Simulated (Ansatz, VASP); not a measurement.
**SnO: VASP beside Ansatz**

INCAR

```
PREC = Accurate ; ENCUT = 1340
EDIFF = 1E-6 ; ISMEAR = -1
SIGMA = 0.02 ; LREAL = F
LASPH = T ; NELM = 120
ALGO = Normal ; ISIF = 2
LWAVE = F ; LCHARG = F
GGA = PE ; NBANDS = 28
GGA_COMPAT = F
```

Contents of KPOINTS:

```
Automatic mesh
0
Gamma
  8 4 6
```

Contents of POSCAR:

```
SnO
1.0
    3.2925448783      0.0000000000      0.0000000000
    0.0000000000      5.7392803112      0.0000000000
    0.0000000000      0.0000000000      3.9880045106
Sn O
2 2
Direct
    0.0000000000      0.2305427654      0.5185351226
    0.5000000000      0.7694572346      0.0185351226
    0.0000000000      0.8924944372      0.7314658774
    0.5000000000      0.1075055628      0.2314658774
```

Input for Ansatz:

```yaml
crystal:
  lattice:
    - [3.2925448783, 0.0, 0.0]
    - [0.0, 5.7392803112, 0.0]
    - [0.0, 0.0, 3.9880045106]
  atoms:
    - { symbol: Sn, position: [0.0, 0.2305427654, 0.5185351226] }
    - { symbol: Sn, position: [0.5, 0.7694572346, 0.0185351226] }
    - { symbol: O, position: [0.0, 0.8924944372, 0.7314658774] }
    - { symbol: O, position: [0.5, 0.1075055628, 0.2314658774] }
kpoints:
  mp_grid: { grid: [8, 4, 6] }
  band_path:
    path:
      - [0.0, 0.0, 0.0]
      - [0.5, 0.0, 0.0]
      - [0.5, 0.5, 0.0]
      - [0.0, 0.5, 0.0]
      - [0.0, 0.0, 0.5]
      - [0.5, 0.0, 0.5]
      - [0.5, 0.5, 0.5]
      - [0.0, 0.5, 0.5]
      - [-0.005208, 0.0, 0.0]
      - [0.395833, -0.5, 0.0]
    npoints: 1
hamiltonian:
  xc: pbe
scf:
  occupations: { method: fermi_dirac, width: 0.02 }
  n_extra_bands: 5
output:
  forces: true
  stress: true
  eigenvalues: true
```

Change from the starting cell: hydrostatic strain -0.3%.

Alike in both runs: task single point; functional PBE; k mesh 8 × 4 × 6; occupations fermi-dirac, width 0.02 eV; no spin polarisation.

|  | VASP | Ansatz |
| --- | --- | --- |
| version | VASP 6.6.1 | Ansatz 0.2.0 |
| potentials or method | VASP PAW PBE potentials, release 64 (Sn_d, O_h) | plane waves, PAW |
| plane-wave cutoff (eV) | 1340 | 420 |
| valence electrons in the cell | 40 | 40 |

|  | VASP | Ansatz | Ansatz less VASP |
| --- | --- | --- | --- |
| gap on the k mesh at the Fermi level (eV) | 1.39 | 1.40 | +0.008 |
| pressure (GPa) | 5.0 | 4.8 | -0.18 |
| traceless stress, the component that is largest in VASP (GPa) | 0.96 | 0.95 | -0.006 |
| rms of the force components (eV/Å) | 0.270 | 0.237 | -0.0335 |

Atom by atom the forces differ by 0.035 eV/Å (rms over components). The functional is the same, so the differences come from potentials, cutoffs and numerics.
